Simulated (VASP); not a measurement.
# TePb (P6_3mc) in VASP: settings compared, part 2 of 3

VASP 6.6.1.

### Step 3. Single point, LDA

This run uses another cell than the first one, of 43.04 Å³/atom.

Contents of INCAR:

```
SYSTEM = TePb
PREC = Accurate
ENCUT = 520
EDIFF = 1E-6
ISMEAR = 0
SIGMA = 0.01
LREAL = .False.
LASPH = .True.
NELM = 60
ALGO = Normal
ISIF = 2
LWAVE = .False.
LCHARG = .False.
GGA = CA
NBANDS = 28
```

Contents of KPOINTS:

```
regular mesh
0
Gamma
  6 6 4
  0 0 0
```

Contents of POSCAR:

```
TePb
1.0
    5.4984073724      0.0000000000      0.0000000000
   -2.7492036862      4.7617604648      0.0000000000
    0.0000000000      0.0000000000      6.5753564412
Pb Te
2 2
Direct
    0.3333333333      0.6666666667     -0.0620409686
    0.6666666667      0.3333333333      0.4379590314
    0.3333333333      0.6666666667      0.4370409686
    0.6666666667      0.3333333333      0.9370409686
```

Potentials or basis: VASP PAW LDA potentials, release 64 (Pb_d, Te).

The run is started by

```
> cat potpaw_LDA.64/Pb_d/POTCAR potpaw_LDA.64/Te/POTCAR > POTCAR
> mpirun -np 1 vasp_std > vasp.out
```

OUTCAR:

```text
SYSTEM = TePb
   PREC = Accurate
   ENCUT = 520
   EDIFF = 1E-6
   ISMEAR = 0
   LREAL = .False.
   LASPH = .True.
   NELM = 60
   ISIF = 2
   GGA = CA

 ion  position               nearest neighbor table
   1  0.333  0.667  0.938-   4 3.17   4 3.17   4 3.17   3 3.28   3 3.29
   2  0.667  0.333  0.438-   3 3.17   3 3.17   3 3.17   4 3.28   4 3.29
   3  0.333  0.667  0.437-   2 3.17   2 3.17   2 3.17   1 3.28   1 3.29
   4  0.667  0.333  0.937-   1 3.17   1 3.17   1 3.17   2 3.28   2 3.29

  LATTYP: Found a hexagonal cell.
 ALAT       =     5.4984073724
 C/A-ratio  =     1.1958656381

  Lattice vectors:

 A1 = (   5.4984073724,   0.0000000000,   0.0000000000)
 A2 = (  -2.7492036862,   4.7617604648,   0.0000000000)
 A3 = (   0.0000000000,   0.0000000000,   6.5753564412)

Analysis of symmetry for initial positions (statically):
=====================================================================
 Subroutine PRICEL returns:
 Original cell was already a primitive cell.

 Routine SETGRP: Setting up the symmetry group for a
 hexagonal supercell.

 Subroutine GETGRP returns: Found 12 space group operations
 (whereof  6 operations were pure point group operations)
 out of a pool of 24 trial point group operations.

The static configuration has the point symmetry C_3v.
 The point group associated with its full space group is C_6v.

Analysis of symmetry for dynamics (positions and initial velocities):
=====================================================================
 Subroutine PRICEL returns:
 Original cell was already a primitive cell.

 Routine SETGRP: Setting up the symmetry group for a
 hexagonal supercell.

 Subroutine GETGRP returns: Found 12 space group operations
 (whereof  6 operations were pure point group operations)
 out of a pool of 24 trial point group operations.

The dynamic configuration has the point symmetry C_3v.
 The point group associated with its full space group is C_6v.

 Subroutine INISYM returns: Found 12 space group operations
[... 117 lines left out ...]
     AMIX_MAG =   1.60;   BMIX_MAG =  1.00
  volume/ion in A,a.u.               =      43.04       290.44
  Fermi-wavevector in a.u.,A,eV,Ry     =   1.006438  1.901892 13.781571  1.012917
  Thomas-Fermi vector in A             =   2.139180
   LORBIT       =      0    0 simple, 1 ext, 2 COOP (PROOUT), +10 PAW based schemes
   GGA     = CA    functional components
   LHFCALC =     F    Hartree Fock is set to
   AEXX    =    0.0000 exact exchange contribution
   IVDW    =     0    specifies the selected vdW correction
   LEPSILON=     F    determine dielectric tensor
   LRPA    =     F    only Hartree local field effects (RPA)
 non-spin polarized calculation
 Gauss-broadening in eV      SIGMA  =   0.01
  energy-cutoff  :      520.00
  volume of cell :      172.16
 maximum number of plane-waves:      4659
 NGX is ok and might be reduce to    42
   NGX = 21   NGY = 21   NGZ = 25

 number of electron      40.0000006 magnetization

 Free energy of the ion-electron system (eV)
  ---------------------------------------------------
  ext. energy  EPLUGINS =         0.00000000
  ---------------------------------------------------
  free energy    TOTEN  =       -16.83369601 eV

  energy without entropy =      -16.83369601  energy(sigma->0) =      -16.83369601

 E-fermi :   3.3271     XC(G=0):  -8.2982

 val. band max:        3.2849182275   @ k =   0.3333   0.3333   0.5000
 cond. band min:       4.3136067810   @ k =   0.3333   0.3333   0.5000
 fundamental gap:      1.0286885535
 Fermi energy:         3.3270912119

 k-point     1 :       0.0000    0.0000    0.0000
  band No.  band energies     occupation
      1     -13.5061      2.00000
      2     -13.4699      2.00000
      3     -13.4699      2.00000
      4     -13.4691      2.00000
      5     -13.4691      2.00000
      6     -13.4613      2.00000
[... 640 lines left out ...]
     27       8.6928      0.00000
     28       8.6928      0.00000

------------------------ aborting loop because EDIFF is reached ----------------------------------------

  FORCE on cell =-STRESS in cart. coord.  units (eV):
  Direction    XX          YY          ZZ          XY          YZ          ZX
  --------------------------------------------------------------------------------------
  -------------------------------------------------------------------------------------
  Total       -2.2296911     -2.2296911     -2.3913065      0.0000000      0.0000000      0.0000000
  in kB      -20.7506410    -20.7506410    -22.2547170      0.0000000      0.0000000      0.0000000
  external PRESSURE =     -21.2519997 kB  Pullay stress =       0.0000000 kB

 VOLUME and BASIS-vectors are now :
 -----------------------------------------------------------------------------
  energy-cutoff  :      520.00
  volume of cell :      172.16
      direct lattice vectors                 reciprocal lattice vectors
     5.498407372  0.000000000  0.000000000     0.181870846  0.105003182  0.000000000
    -2.749203686  4.761760465  0.000000000     0.000000000  0.210006364  0.000000000
     0.000000000  0.000000000  6.575356441     0.000000000  0.000000000  0.152083010

 POSITION                                       TOTAL-FORCE (eV/Angst)
 -----------------------------------------------------------------------------------
     -0.00000      3.17451      6.16741         0.000000     -0.000000      0.000219
      2.74920      1.58725      2.87974        -0.000000      0.000000      0.000219
     -0.00000      3.17451      2.87370        -0.000000     -0.000000     -0.000219
      2.74920      1.58725      6.16138         0.000000      0.000000     -0.000219
 -----------------------------------------------------------------------------------
    total drift:                               -0.000000      0.000000     -0.000461

  FREE ENERGIE OF THE ION-ELECTRON SYSTEM (eV)
  ---------------------------------------------------
  free  energy   TOTEN  =       -16.8336960149 eV

  energy  without entropy=      -16.8336960149  energy(sigma->0) =      -16.83369601
```

OSZICAR:

```text
N       E                     dE             d eps       ncg     rms          rms(c)
DAV:   1     0.379555214746E+03    0.37956E+03   -0.17486E+04  1176   0.133E+03
DAV:   2     0.227600242339E+02   -0.35680E+03   -0.34784E+03  1204   0.351E+02
DAV:   3    -0.154738564576E+02   -0.38234E+02   -0.37661E+02  1536   0.136E+02
DAV:   4    -0.171411673635E+02   -0.16673E+01   -0.16649E+01  1468   0.333E+01
DAV:   5    -0.171958164774E+02   -0.54649E-01   -0.54646E-01  1532   0.586E+00    0.462E+00
DAV:   6    -0.168574298451E+02    0.33839E+00   -0.75704E-01  1568   0.442E+00    0.298E+00
DAV:   7    -0.168372593290E+02    0.20171E-01   -0.21391E-01  1468   0.172E+00    0.118E+00
DAV:   8    -0.168338313515E+02    0.34280E-02   -0.24170E-02  1300   0.107E+00    0.386E-01
DAV:   9    -0.168337440443E+02    0.87307E-04   -0.43046E-03  1444   0.388E-01    0.766E-02
DAV:  10    -0.168336447873E+02    0.99257E-04   -0.61734E-04  1344   0.156E-01    0.441E-02
DAV:  11    -0.168336962351E+02   -0.51448E-04   -0.18999E-04  1440   0.681E-02    0.430E-02
DAV:  12    -0.168336960149E+02    0.22020E-06   -0.79678E-06  1252   0.158E-02
   1 F= -.16833696E+02 E0= -.16833696E+02  d E =-.295755E-11
```

stdout:

```text
POSCAR found type information on POSCAR PbTe
 POSCAR found :  2 types and       4 ions
 scaLAPACK will be used
 LDA part: xc-table for (Slater(with rela. corr.)+CA(PZ))
 , standard interpolation
 POSCAR, INCAR and KPOINTS ok, starting setup
 FFT: planning ... GRIDC
 FFT: planning ... GRID_SOFT
 FFT: planning ... GRID
 WAVECAR not read
 entering main loop
```

It took 64 s on 1 thread of AMD EPYC 9R45 (Zen 5), shared host; peak memory 0.25 GiB.

Results:

```
Free energy            : -16.8337 eV
Pressure               : -2.1 GPa
Band gap on the k mesh : 1.03 eV
```

Levels at points of the mesh, in eV from the valence-band top:
```tsv
k point	band 17	band 18	band 19	band 20	band 21	band 22	band 23	band 24
(0.00, 0.00, 0.00)	-2.65	-1.38	-1.35	-1.35	1.24	1.24	2.83	2.83
(0.50, 0.00, 0.00)	-2.46	-1.98	-1.77	-0.42	2.25	3.36	3.37	3.95
(0.00, 0.00, 0.50)	-2.05	-2.05	-1.19	-1.19	1.74	1.74	1.74	1.74
(0.50, 0.00, 0.50)	-1.41	-1.41	-0.60	-0.60	1.18	1.18	2.65	2.65
```

Caveat: spin-orbit coupling is left out, which moves the levels of the heavy elements. A k mesh can miss the band edges.

### Step 4. Single point, PBE

This run uses another cell than the first one, of 43.83 Å³/atom.

Contents of INCAR:

```
ALGO = Normal
EDIFF = 1E-6
ENCUT = 520
GGA = PE
ISIF = 2
ISMEAR = -1
LASPH = T
LCHARG = F
LREAL = F
LWAVE = F
NBANDS = 28
NELM = 80
PREC = Accurate
SIGMA = 0.02
```

Contents of KPOINTS:

```
k-points
0
Gamma
  6 6 4
```

Contents of POSCAR:

```
TePb
1.0
    5.5300314096      0.0000000000      0.0000000000
   -2.7650157048      4.7891476844      0.0000000000
    0.0000000000      0.0000000000      6.6205249585
Pb Te
2 2
Direct
    0.3333333333      0.6666666667     -0.0620514360
    0.6666666667      0.3333333333      0.4379485640
    0.3333333333      0.6666666667      0.4370514360
    0.6666666667      0.3333333333      0.9370514360
```

Potentials or basis: VASP PAW PBE potentials, release 64 (Pb_d, Te).

The run is started by

```
> cat potpaw_PBE.64/Pb_d/POTCAR potpaw_PBE.64/Te/POTCAR > POTCAR
> mpirun -np 1 vasp_std > vasp.out
```

OUTCAR:

```text
EDIFF = 1E-6
   ENCUT = 520
   GGA = PE
   ISIF = 2
   ISMEAR = -1
   LASPH = T
   LREAL = F
   NELM = 80
   PREC = Accurate

 ion  position               nearest neighbor table
   1  0.333  0.667  0.938-   4 3.19   4 3.19   4 3.19   3 3.30   3 3.32
   2  0.667  0.333  0.438-   3 3.19   3 3.19   3 3.19   4 3.30   4 3.32
   3  0.333  0.667  0.437-   2 3.19   2 3.19   2 3.19   1 3.30   1 3.32
   4  0.667  0.333  0.937-   1 3.19   1 3.19   1 3.19   2 3.30   2 3.32

  LATTYP: Found a hexagonal cell.
 ALAT       =     5.5300314096
 C/A-ratio  =     1.1971948201

  Lattice vectors:

 A1 = (   5.5300314096,   0.0000000000,   0.0000000000)
 A2 = (  -2.7650157048,   4.7891476844,   0.0000000000)
 A3 = (   0.0000000000,   0.0000000000,   6.6205249585)

Analysis of symmetry for initial positions (statically):
=====================================================================
 Subroutine PRICEL returns:
 Original cell was already a primitive cell.

 Routine SETGRP: Setting up the symmetry group for a
 hexagonal supercell.
[... 165 lines left out ...]
  free energy    TOTEN  =       -14.69346451 eV

  energy without entropy =      -14.69346451  energy(sigma->0) =      -14.69346451

 E-fermi :   3.8141     XC(G=0):  -7.8686

 val. band max:        3.3324440804   @ k =   0.3333   0.3333   0.5000
 cond. band min:       4.4740667455   @ k =   0.3333   0.3333   0.5000
 fundamental gap:      1.1416226651
 Fermi energy:         3.8141335811

 k-point     1 :       0.0000    0.0000    0.0000
  band No.  band energies     occupation
      1     -13.4859      2.00000
      2     -13.4561      2.00000
      3     -13.4561      2.00000
      4     -13.4554      2.00000
      5     -13.4554      2.00000
      6     -13.4465      2.00000
[... 640 lines left out ...]
     27       8.8149      0.00000
     28       8.8149      0.00000

------------------------ aborting loop because EDIFF is reached ----------------------------------------

  FORCE on cell =-STRESS in cart. coord.  units (eV):
  Direction    XX          YY          ZZ          XY          YZ          ZX
  --------------------------------------------------------------------------------------
  -------------------------------------------------------------------------------------
  Total       -0.0360602     -0.0360602     -0.0588508      0.0000000      0.0000000      0.0000000
  in kB       -0.3295036     -0.3295036     -0.5377555      0.0000000      0.0000000      0.0000000
  external PRESSURE =      -0.3989209 kB  Pullay stress =       0.0000000 kB

 VOLUME and BASIS-vectors are now :
 -----------------------------------------------------------------------------
  energy-cutoff  :      520.00
  volume of cell :      175.34
      direct lattice vectors                 reciprocal lattice vectors
     5.530031410  0.000000000  0.000000000     0.180830799  0.104402711  0.000000000
    -2.765015705  4.789147684  0.000000000     0.000000000  0.208805421  0.000000000
     0.000000000  0.000000000  6.620524958     0.000000000  0.000000000  0.151045424

 POSITION                                       TOTAL-FORCE (eV/Angst)
 -----------------------------------------------------------------------------------
     -0.00000      3.19277      6.20971         0.000000     -0.000000     -0.000585
      2.76502      1.59638      2.89945        -0.000000      0.000000     -0.000585
     -0.00000      3.19277      2.89351        -0.000000     -0.000000      0.000585
      2.76502      1.59638      6.20377        -0.000000     -0.000000      0.000585
 -----------------------------------------------------------------------------------
    total drift:                               -0.000000      0.000000      0.000157

  FREE ENERGIE OF THE ION-ELECTRON SYSTEM (eV)
  ---------------------------------------------------
  free  energy   TOTEN  =       -14.6934645111 eV

  energy  without entropy=      -14.6934645111  energy(sigma->0) =      -14.69346451
```

OSZICAR:

```text
N       E                     dE             d eps       ncg     rms          rms(c)
DAV:   1     0.380286938036E+03    0.38029E+03   -0.17471E+04  1176   0.132E+03
DAV:   2     0.251321881870E+02   -0.35515E+03   -0.34587E+03  1204   0.350E+02
DAV:   3    -0.132970680045E+02   -0.38429E+02   -0.37505E+02  1516   0.135E+02
DAV:   4    -0.149907732885E+02   -0.16937E+01   -0.16908E+01  1420   0.335E+01
DAV:   5    -0.150607984177E+02   -0.70025E-01   -0.70019E-01  1564   0.654E+00    0.447E+00
DAV:   6    -0.146952243301E+02    0.36557E+00   -0.83076E-01  1576   0.445E+00    0.279E+00
DAV:   7    -0.146871993903E+02    0.80249E-02   -0.26429E-01  1456   0.185E+00    0.125E+00
DAV:   8    -0.146917846723E+02   -0.45853E-02   -0.30285E-02  1272   0.127E+00    0.375E-01
DAV:   9    -0.146928031644E+02   -0.10185E-02   -0.55141E-03  1388   0.527E-01    0.102E-01
DAV:  10    -0.146931916882E+02   -0.38852E-03   -0.13875E-03  1236   0.237E-01    0.424E-02
DAV:  11    -0.146934674815E+02   -0.27579E-03   -0.59469E-04  1316   0.114E-01    0.541E-02
DAV:  12    -0.146934629590E+02    0.45224E-05   -0.24115E-05  1268   0.271E-02    0.367E-02
DAV:  13    -0.146934650208E+02   -0.20617E-05   -0.18682E-05  1056   0.156E-02    0.622E-03
DAV:  14    -0.146934645111E+02    0.50972E-06   -0.49861E-06  1244   0.150E-02
   1 F= -.14693465E+02 E0= -.14693465E+02  d E =-.967808E-12
```

stdout:

```text
POSCAR found type information on POSCAR PbTe
 POSCAR found :  2 types and       4 ions
 scaLAPACK will be used
 LDA part: xc-table for (Slater+PW92), standard interpolation
 POSCAR, INCAR and KPOINTS ok, starting setup
 FFT: planning ... GRIDC
 FFT: planning ... GRID_SOFT
 FFT: planning ... GRID
 WAVECAR not read
 entering main loop
```

It took 92 s on 1 thread of AMD EPYC 9R45 (Zen 5), shared host; peak memory 0.3 GiB.

Results:

- Free energy: -14.6935 eV
- Pressure: 0.0 GPa
- Band gap on the k mesh: 1.14 eV

Caveat: spin-orbit coupling is left out, which moves the levels of the heavy elements. A k mesh can miss the band edges.

[end of part 2 of 3]
